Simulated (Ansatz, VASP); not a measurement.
**MgS: VASP beside Ansatz**

POSCAR

```
MgS
1.0
    0.0000000000      2.6016500000      2.6016500000
    2.6016500000      0.0000000000      2.6016500000
    2.6016500000      2.6016500000      0.0000000000
Mg S
1 1
Direct
    0.0000000000      0.0000000000      0.0000000000
    0.5000000000      0.5000000000      0.5000000000
```

The input INCAR.step1:

```
SYSTEM = MgS
PREC = Accurate
ENCUT = 600
ISMEAR = -1
SIGMA = 0.02
LREAL = .False.
LASPH = .True.
NELM = 80
GGA = PE
ALGO = Normal
EDIFF = 1E-4
LWAVE = .True.
LCHARG = .False.
```

Contents of INCAR.step2:

```
SYSTEM = MgS
PREC = Accurate
ENCUT = 600
EDIFF = 1E-6
ISMEAR = -1
SIGMA = 0.02
LREAL = .False.
LASPH = .True.
NELM = 80
ALGO = Normal
ISIF = 3
LWAVE = .False.
LCHARG = .False.
METAGGA = R2SCAN
LMIXTAU = .True.
IBRION = 2
NSW = 80
EDIFFG = -0.01
ISTART = 1
```

The input KPOINTS:

```
regular mesh
0
Gamma
  8 8 8
  0 0 0
```

Input for Ansatz:

```yaml
crystal:
  lattice:
    - [0.0, 2.60165, 2.60165]
    - [2.60165, 0.0, 2.60165]
    - [2.60165, 2.60165, 0.0]
  atoms:
    - { symbol: Mg, position: [0.0, 0.0, 0.0] }
    - { symbol: S, position: [0.5, 0.5, 0.5] }
  symmetry: { tolerance: 0.0003 }
hamiltonian:
  xc: r2scan
  pseudopotentials: { kind: paw, azcp: { folder: soft_1 } }
basis:
  ecutwfc: 500
magnetization:
  spin_polarized: false
scf:
  occupations: { method: fermi_dirac, width: 0.02 }
kpoints:
  mp_grid: { grid: [8, 8, 8], shift: [0, 0, 0] }
output:
  forces: true
  stress: true
  eigenvalues: true
relax:
  max_steps: 60
  cell: {}
```

Alike in both runs: task relaxation of cell and atoms; functional r2SCAN; k mesh 8 × 8 × 8; occupations fermi-dirac, width 0.02 eV; no spin polarisation.

|  | VASP | Ansatz |
| --- | --- | --- |
| version | VASP 6.6.1 | Ansatz 0.2.0 |
| potentials or method | VASP PAW PBE potentials, release 64 (Mg, S), cutoff 600 eV | PAW plane waves |
| valence electrons in the cell | 8 | 16 |

Ansatz gave:

```
gap on the k mesh at the Fermi level, each at its own relaxed structure (eV) : 3.47
relaxed volume (Å³/atom)                                                     : 17.63
relaxed cell length with the largest relative difference (Å)                 : 3.680
```

Task: Estimate VASP's values.

Result: gap on the k mesh at the Fermi level, each at its own relaxed structure (eV): 3.45; relaxed volume (Å³/atom): 17.48; relaxed cell length with the largest relative difference (Å): 3.670.

VASP's potentials were made for PBE, not for r2SCAN. VASP's potentials hold 8 valence electrons a cell and Ansatz's 16, so a difference there can come from the potentials and not from the codes.
